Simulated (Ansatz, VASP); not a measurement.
**One calculation of NaF, two programs**

The input INCAR:

```
SYSTEM = NaF
PREC = Accurate
ENCUT = 600
EDIFF = 1E-6
ISMEAR = 0
SIGMA = 0.05
LREAL = .False.
LASPH = .True.
NELM = 120
ALGO = Normal
ISIF = 2
LWAVE = .False.
LCHARG = .False.
GGA = PE
NBANDS = 14
GGA_COMPAT = .False.
```

KPOINTS

```
Automatic mesh
0
Gamma
  8 8 8
  0 0 0
```

The input POSCAR:

```
NaF
1.0
    0.0000000000      2.3233000000      2.3233000000
    2.3233000000      0.0000000000      2.3233000000
    2.3233000000      2.3233000000      0.0000000000
Na F
1 1
Direct
   -0.0124252199     -0.0124252199     -0.0124252199
    0.5000000000      0.5000000000      0.5000000000
```

Input for Ansatz:

```yaml
crystal:
  lattice:
    - [0.0, 2.3233, 2.3233]
    - [2.3233, 0.0, 2.3233]
    - [2.3233, 2.3233, 0.0]
  atoms:
    - { symbol: Na, position: [-0.0124252199, -0.0124252199, -0.0124252199] }
    - { symbol: F, position: [0.5, 0.5, 0.5] }
basis:
  ecutwfc: 420
kpoints:
  mp_grid: { grid: [8, 8, 8] }
hamiltonian:
  xc: pbe
scf:
  occupations: { method: gaussian, width: 0.05 }
output:
  forces: true
  stress: true
  eigenvalues: true
  write_density: true
  write_potential: true
  elf: true
  volumetric_format: npy
```

Change from the starting cell: all Na atoms moved -0.100 Å, as atom 1 along Cartesian [1 1 1].

Alike in both runs: task single point; functional PBE; k mesh 8 × 8 × 8; occupations gaussian, width 0.05 eV; no spin polarisation.

|  | VASP | Ansatz |
| --- | --- | --- |
| version | VASP 6.6.1 | Ansatz 0.2.0 |
| potentials or method | VASP PAW PBE potentials, release 64 (Na_pv, F), cutoff 600 eV | scalar-relativistic, plane waves, PAW |
| valence electrons in the cell | 14 | 16 |

Ansatz gave:

```
gap on the k mesh at the Fermi level (eV)                     : 6.27
least direct gap on the mesh (eV)                             : 6.27
pressure (GPa)                                                : 2.0
traceless stress, the component that is largest in VASP (GPa) : -0.09
rms of the force components (eV/Å)                            : 0.131
```

Q: Estimate VASP's values.

A: gap on the k mesh at the Fermi level (eV): 6.26; least direct gap on the mesh (eV): 6.26; pressure (GPa): 1.8; traceless stress, the component that is largest in VASP (GPa): -0.09; rms of the force components (eV/Å): 0.135.

Atom by atom the forces differ by 0.004 eV/Å (rms over components). With one functional, cell and mesh, what is left measures potentials, basis and numerics. VASP's potentials hold 14 valence electrons a cell and Ansatz's 16, so a difference there can come from the potentials and not from the codes.
